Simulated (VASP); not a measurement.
Input of a VASP 6.6.1 run:

Contents of INCAR:

```
PREC = Accurate
ENCUT = 520
EDIFF = 1E-6
ISMEAR = 0
SIGMA = 0.1
LREAL = False
LASPH = True
NELM = 100
ALGO = Normal
ISIF = 2
LWAVE = False
LCHARG = True
GGA = PE
LELF = True
LVHAR = True
NBANDS = 22
```

File KPOINTS:

```
Automatic mesh
0
Gamma
  4 4 4
```

File POSCAR:

```
H6PtC2
1.0
    0.0000000000      3.5346365100      3.5346365100
    3.5346365100      0.0000000000      3.5346365100
    3.5346365100      3.5346365100      0.0000000000
H Pt C
6 1 2
Direct
    0.7518000000      0.2482000000      0.2482000000
    0.2482000000      0.7518000000      0.2482000000
    0.2482000000      0.7518000000      0.7518000000
    0.7518000000      0.2482000000      0.7518000000
    0.2482000000      0.2482000000      0.7518000000
    0.7518000000      0.7518000000      0.2482000000
    0.0000000000      0.0000000000      0.0000000000
    0.2500000000      0.2500000000      0.2500000000
    0.7500000000      0.7500000000      0.7500000000
```

Potentials or basis: VASP PAW PBE potentials, release 64 (H, Pt, C).

The run is started by

```bash
$ cat potpaw_PBE.64/H/POTCAR potpaw_PBE.64/Pt/POTCAR potpaw_PBE.64/C/POTCAR > POTCAR
$ mpirun -np 1 vasp_std > vasp.out
```

Predict the pressure.

-14.9 GPa.

Predict the band gap on the k mesh.

zero (band 12 reaches 1.49 eV, above the bottom of band 13 at 1.03 eV).

What does it give for the largest force?

0.799 eV/Å.

Forces in eV/Å, atoms in the order of the input:
```
H   -0.799  0.000  0.000
H    0.000 -0.799  0.000
H    0.799  0.000  0.000
H    0.000  0.799  0.000
H    0.000  0.000 -0.799
H    0.000  0.000  0.799
Pt   0.000  0.000  0.000
C    0.000  0.000  0.000
C    0.000  0.000  0.000
```

Caveat: the k points lie up to 0.38 Å⁻¹ apart; spin-orbit coupling is left out, which moves the levels of the heavy elements.
